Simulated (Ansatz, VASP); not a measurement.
**As2Pt: VASP beside Ansatz**

```
As Pt
1.0
     5.88670    0.00000    0.00000
     0.00000    5.88670    0.00000
     0.00000    0.00000    5.88670
As Pt
8 4
Direct
  0.38405 0.38405 0.38405
  0.11595 0.61595 0.88405
  0.88405 0.11595 0.61595
  0.61595 0.88405 0.11595
  0.61595 0.61595 0.61595
  0.88405 0.38405 0.11595
  0.11595 0.88405 0.38405
  0.38405 0.11595 0.88405
  0.00000 0.00000 0.00000
  0.50000 0.00000 0.50000
  0.50000 0.50000 0.00000
  0.00000 0.50000 0.50000
```

Alike in both runs: task single point; functional r2SCAN; k mesh 4 × 4 × 4; no spin polarisation.

|  | VASP | Ansatz |
| --- | --- | --- |
| version | VASP 6.6.1 | Ansatz 0.2.0 |
| potentials or method | VASP PAW PBE potentials, release 64 (As, Pt) | plane waves, PAW |
| plane-wave cutoff (eV) | 550 | 500 |
| occupations | gaussian, width 0.01 eV | fixed |
| valence electrons in the cell | 80 | 192 |

Ansatz gave:

| Item | Value |
| --- | --- |
| gap on the k mesh at the Fermi level (eV) | 0.97 |
| pressure (GPa) | 11.1 |
| rms of the force components (eV/Å) | 0.047 |

Problem. What did VASP give for the same quantities?

Solution. gap on the k mesh at the Fermi level (eV): 0.96; pressure (GPa): 11.1; rms of the force components (eV/Å): 0.055.

VASP's potentials were made for PBE, not for r2SCAN. Atom by atom the forces differ by 0.008 eV/Å (rms over components). VASP's potentials hold 80 valence electrons a cell and Ansatz's 192, so a difference there can come from the potentials and not from the codes.

Spin-orbit coupling is off throughout.
